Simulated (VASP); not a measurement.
A run of VASP 6.6.1 is set up as follows.

INCAR

```
SYSTEM = TaN
PREC     = Accurate       ! precision mode
ENCUT    = 520            ! plane-wave cutoff, eV
EDIFF    = 1E-7           ! SCF threshold, eV
ISMEAR   = 0              ! smearing method
SIGMA    = 0.15           ! smearing width, eV
LREAL    = .FALSE.        ! projectors in reciprocal space
LASPH    = .TRUE.         ! aspherical terms in the spheres
NELM     = 100            ! most SCF steps
ALGO     = Normal         ! electronic algorithm
ISIF     = 2              ! what is computed and relaxed
LWAVE    = .FALSE.        ! write WAVECAR
LCHARG   = .TRUE.         ! write CHGCAR
GGA      = PS             ! functional
LELF     = .TRUE.         ! ELF
LVHAR    = .TRUE.       
NBANDS   = 15             ! bands
```

KPOINTS

```
regular mesh
0
G
  18 18 16
  0 0 0
```

POSCAR

```
TaN
1.0
    2.8509000000      0.0000000000      0.0000000000
   -1.4254500000      2.4689518237      0.0000000000
    0.0000000000      0.0000000000      3.0143000000
Ta N
1 1
Direct
    0.3333333333      0.6666666667      0.5000000000
    0.0000000000      0.0000000000      0.0000000000
```

Potentials or basis: VASP PAW PBE potentials, release 64 (Ta_pv, N).

Command:

```console
$ cat potpaw_PBE.64/Ta_pv/POTCAR potpaw_PBE.64/N/POTCAR > POTCAR
$ mpirun -np 1 vasp_std > vasp.out
```

(1) What does it give for the pressure?

(2) What does it give for the band gap on the k mesh?

Answers

(1) 0.6 GPa.

(2) zero (band 8 reaches 8.52 eV, above the bottom of band 9 at 8.04 eV).

Caveat: the PAW data sets were made with another functional, which shifts forces and pressure a little; spin-orbit coupling is left out, which moves the levels of the heavy elements.
